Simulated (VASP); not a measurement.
CdSb2O2:

```
Cd Sb O
1.0
     6.97658    0.00000    0.00000
     0.00000    6.97658    0.00000
     0.00000    0.00000    4.02051
Cd Sb O
2 4 4
Direct
  0.00000 0.00000 0.00000
  0.50000 0.50000 0.00000
  0.37909 0.87909 0.00000
  0.12091 0.37909 0.00000
  0.62091 0.12091 0.00000
  0.87909 0.62091 0.00000
  0.17858 0.67858 0.50000
  0.32142 0.17858 0.50000
  0.82142 0.32142 0.50000
  0.67858 0.82142 0.50000
```

The cell was built from a structure type or drawn by symmetry, and may not be a known phase.

* Program: VASP 6.6.1
* Task: relaxation of cell and atoms
* Functional: PBE
* Potentials or basis: VASP PAW PBE potentials, release 64 (Cd, Sb, O)
* Cutoff: 600 eV
* k mesh: 4 × 4 × 4
* Occupations: gaussian, width 0.1 eV
* Spin: no spin polarisation

At the start: pressure 2.5 GPa; volume 19.57 Å³/atom.

**Question.** Where does the relaxation end?

**Answer.** Over 33 steps the energy falls by 921.2 meV/atom and the volume is 22.45 Å³/atom (+14.7 %); space group P4/mbm (No. 127, to 0.1 Å) before and after.

Step by step:
```csv
step,energy change (eV),largest force (eV/Å),pressure (GPa),volume (Å³)
1,0.0000,6.2610,2.48,195.69
2,-3.9906,1.2644,-7.52,202.87
3,-4.3511,1.5352,-7.68,203.86
4,-5.2216,1.9626,-7.53,205.51
5,-7.2571,2.2139,-5.31,207.47
6,-4.9815,4.4937,20.62,205.49
7,-8.1570,1.7933,-2.53,207.74
8,-8.1946,0.4226,5.72,207.22
9,-8.4776,1.1042,0.82,207.65
10,-8.4755,0.8694,1.85,207.58
11,-9.0320,0.1913,0.98,218.36
12,-9.0632,0.3019,0.61,225.15
13,-9.0755,0.2092,0.74,222.92
14,-9.0611,0.3787,-1.40,228.49
15,-9.0819,0.1063,-0.05,224.89
16,-9.0876,0.0981,-0.09,225.52
17,-9.0941,0.0917,-0.16,226.99
18,-9.0995,0.1059,-0.08,226.74
19,-9.1139,0.1481,0.19,225.98
20,-9.1352,0.2341,0.71,224.48
21,-9.1492,0.4095,1.75,221.50
22,-9.1501,0.4055,1.73,221.50
23,-9.1529,0.3943,1.70,221.52
24,-9.1581,0.3715,1.63,221.56
25,-9.1677,0.3260,1.48,221.63
26,-9.1831,0.2359,1.19,221.77
27,-9.2000,0.0544,0.56,222.05
28,-9.2013,0.0150,0.33,222.16
29,-9.2031,0.0194,0.28,222.40
30,-9.2074,0.0323,0.13,223.12
31,-9.2113,0.0580,-0.14,224.57
32,-9.2114,0.0614,-0.17,224.77
33,-9.2120,0.0076,0.02,224.53
```

Final structure:
```
Cd Sb O
1.0
     8.38192    0.00000    0.00000
     0.00000    8.38192    0.00000
     0.00000    0.00000    3.19591
Cd Sb O
2 4 4
Direct
  0.00000 0.00000 0.00000
  0.50000 0.50000 0.00000
  0.24949 0.74949 0.00000
  0.25051 0.24949 0.00000
  0.75051 0.25051 0.00000
  0.74949 0.75051 0.00000
  0.14180 0.64180 0.50000
  0.35820 0.14180 0.50000
  0.85820 0.35820 0.50000
  0.64180 0.85820 0.50000
```

Caveat: the k points lie up to 0.49 Å⁻¹ apart in the final cell; a cell axis changed by over 15 % at a fixed basis, so the end point is rough.
